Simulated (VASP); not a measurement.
Write the native input for VASP 6.6.1 that does the following.

| Item | Value |
| --- | --- |
| Task | single point |
| Functional | PBE-based screened hybrid with 10 % exact exchange |
| Potentials or basis | VASP PAW PBE potentials, release 64 (Bi_d, Te) |
| Cutoff | 520 eV |
| k mesh | 4 × 4 × 4 |
| Occupations | fermi-dirac, width 0.05 eV |
| Spin | no spin polarisation |
| Dipole correction | no |
| Grid for exact exchange (PRECFOCK) | Normal |
| Share of exact exchange | 0.1 |
| Further INCAR settings | ALGO = Normal; EDIFF = 1e-07; NBANDS = 18 |
| Screening parameter | 0.20787 1/Å |

Crystal: BiTe.

```
CELL_PARAMETERS angstrom
0.00000 3.23500 3.23500
3.23500 0.00000 3.23500
3.23500 3.23500 0.00000
ATOMIC_POSITIONS crystal
Bi 0.00000 0.00000 0.00000
Te 0.50000 0.50000 0.50000
```

One way to write it, as run:

POSCAR

```
BiTe
1.0
    0.0000000000      3.2350000000      3.2350000000
    3.2350000000      0.0000000000      3.2350000000
    3.2350000000      3.2350000000      0.0000000000
Bi Te
1 1
Direct
    0.0000000000      0.0000000000      0.0000000000
    0.5000000000      0.5000000000      0.5000000000
```

INCAR.step1

```
SYSTEM = BiTe
ALGO = Normal
EDIFF = 1E-5
ENCUT = 520
GGA = PE
ISIF = 2
ISMEAR = -1
LASPH = .True.
LCHARG = .False.
LREAL = .False.
LWAVE = .True.
NBANDS = 18
NELM = 100
PREC = Accurate
SIGMA = 0.05
```

INCAR.step2

```
SYSTEM = BiTe
AEXX = 0.1
ALGO = Normal
EDIFF = 1E-7
ENCUT = 520
GGA = PE
HFSCREEN = 0.2078699
ISIF = 2
ISMEAR = -1
ISTART = 1
LASPH = .True.
LCHARG = .False.
LHFCALC = .True.
LREAL = .False.
LWAVE = .False.
NBANDS = 18
NELM = 100
PREC = Accurate
PRECFOCK = Normal
SIGMA = 0.05
```

KPOINTS

```
k-points
0
Gamma
  4 4 4
  0 0 0
```

Potentials or basis: VASP PAW PBE potentials, release 64 (Bi_d, Te).

Command:

```sh
$ cat potpaw_PBE.64/Bi_d/POTCAR potpaw_PBE.64/Te/POTCAR > POTCAR
$ cp INCAR.step1 INCAR
$ mpirun -np 1 vasp_std > vasp.out
$ cp INCAR.step2 INCAR
$ mpirun -np 1 vasp_std > vasp.out
```

Results of the run:

- Pressure: -0.2 GPa
- Band gap on the k mesh: zero (an odd number of electrons rules out a gap without spin polarisation)

Caveat: the k points lie up to 0.42 Å⁻¹ apart, too coarse for converged energies and pressures of a metal; the PAW data sets were made with another functional, which shifts forces and pressure a little; spin-orbit coupling is left out, which moves the levels of the heavy elements.

Run time: 40 min on 1 thread of Intel Xeon 8259CL (shared host), peak memory 0.33 GiB.
